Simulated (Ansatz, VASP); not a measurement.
**One calculation of MnO, two programs**

File INCAR:

```
SYSTEM = MnO
PREC = Accurate
ENCUT = 520
EDIFF = 1E-7
ISMEAR = -5
SIGMA = 0.1
LREAL = .False.
LASPH = .True.
NELM = 150
ALGO = Normal
ISIF = 2
LWAVE = .False.
LCHARG = .False.
ISPIN = 2
MAGMOM = 5 -5 0 0
LORBIT = 11
LMAXMIX = 4
GGA = RE
NBANDS = 31
```

Contents of KPOINTS:

```
regular mesh
0
Gamma
  12 12 8
  0 0 0
```

The input POSCAR:

```
MnO
1.0
    3.0779632574      0.0000000000      0.0000000000
   -1.5389816287      2.6655943729      0.0000000000
    0.0000000000      0.0000000000      5.2995560115
Mn O
2 2
Direct
    0.0000000000      0.0000000000      0.0000000000
    0.0000000000      0.0000000000      0.5000000000
    0.3333333333      0.6666666667      0.2499993605
    0.6666666667      0.3333333333      0.7500006395
```

Input for Ansatz:

```yaml
crystal:
  lattice:
    - [3.077963257444, 0.0, 0.0]
    - [-1.538981628722, 2.665594372862, 0.0]
    - [0.0, 0.0, 5.2995560115]
  atoms:
    - { symbol: Mn, position: [0.0, 0.0, 0.0], spin: 5.0 }
    - { symbol: Mn, position: [0.0, 0.0, 0.5], spin: -5.0 }
    - { symbol: O, position: [0.3333333333333, 0.6666666666667, 0.2499993605] }
    - { symbol: O, position: [0.6666666666667, 0.3333333333333, 0.7500006395] }
basis:
  ecutwfc: 420
  ecutrho_ratio: 4
kpoints:
  mp_grid: { grid: [12, 12, 8] }
hamiltonian:
  xc: revpbe
scf:
  occupations: { method: tetrahedron }
  n_extra_bands: 2
output:
  forces: true
  stress: true
  write_density: true
  write_potential: true
  elf: true
  volumetric_format: npy
magnetization:
  spin_polarized: true
```

Alike in both runs: task single point; functional revPBE; k mesh 12 × 12 × 8; occupations tetrahedron; collinear spin.

|  | VASP | Ansatz |
| --- | --- | --- |
| version | VASP 6.6.1 | Ansatz 0.2.0 |
| potentials or method | VASP PAW PBE potentials, release 64 (Mn_pv, O), cutoff 520 eV | scalar-relativistic, plane waves, PAW |
| valence electrons in the cell | 38 | 42 |

VASP gave:

| Item | Value |
| --- | --- |
| gap on the k mesh at the Fermi level (eV) | 1.00 |
| pressure (GPa) | 4.4 |
| traceless stress, the component that is largest in VASP (GPa) | 0.46 |
| net moment per atom (μB) | 0.00 |
| size of the moment on the site where the two differ most (μB) | 4.24 |

Task: Which values does Ansatz return?

Result: gap on the k mesh at the Fermi level (eV): 1.00; pressure (GPa): 4.1; traceless stress, the component that is largest in VASP (GPa): 0.35; net moment per atom (μB): 0.00; size of the moment on the site where the two differ most (μB): 3.98.

VASP's potentials were made for PBE, not for revPBE. Site moments also hang on the region over which each program counts them. VASP's potentials hold 38 valence electrons a cell and Ansatz's 42, so a difference there can come from the potentials and not from the codes. Ansatz's warnings: band table not solved further, stability check not made, tetrahedron derivatives may miss energy slope.
